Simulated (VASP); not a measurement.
Set up this calculation in VASP 6.6.1, as the native input.

| Quantity | Value |
| --- | --- |
| Task | dielectric tensor |
| Functional | PBE |
| Potentials or basis | VASP PAW PBE potentials, release 64 (K_sv, Br) |
| Cutoff | 520 eV |
| k mesh | 6 × 6 × 6 |
| Occupations | gaussian, width 0.01 eV |
| Spin | no spin polarisation |
| Dipole correction | no |
| Further INCAR settings | ALGO = Normal; EDIFF = 1e-08 |

The structure of KBr lies in POSCAR:

```
KBr
1.0
    0.0000000000      3.3022478291      3.3022478291
    3.3022478291      0.0000000000      3.3022478291
    3.3022478291      3.3022478291      0.0000000000
K Br
1 1
Direct
    0.0000000000      0.0000000000      0.0000000000
    0.5000000000      0.5000000000      0.5000000000
```

One way to write it, as run:

INCAR

```
ALGO = Normal
EDIFF = 1E-8
ENCUT = 520
GGA = PE
ISIF = 2
ISMEAR = 0
LASPH = T
LCHARG = F
LEPSILON = T
LREAL = F
LWAVE = F
NELM = 60
PREC = Accurate
SIGMA = 0.01
```

KPOINTS

```
k-points
0
Gamma
  6 6 6
```

Potentials or basis: VASP PAW PBE potentials, release 64 (K_sv, Br).

The run is started by

```console
$ cat potpaw_PBE.64/K_sv/POTCAR potpaw_PBE.64/Br/POTCAR > POTCAR
$ mpirun -np 1 vasp_std > vasp.out
```

It gave:

* Band gap on the k mesh: 4.43 eV, direct
* Electronic dielectric tensor (diagonal): 2.55
* Born charges (mean of the diagonal): K +1.13; Br -1.13 e

Run time: 2.4 min on 1 thread of AMD EPYC 9R45 96-Core Processor (Zen 5), on a shared host, peak memory 0.24 GiB.
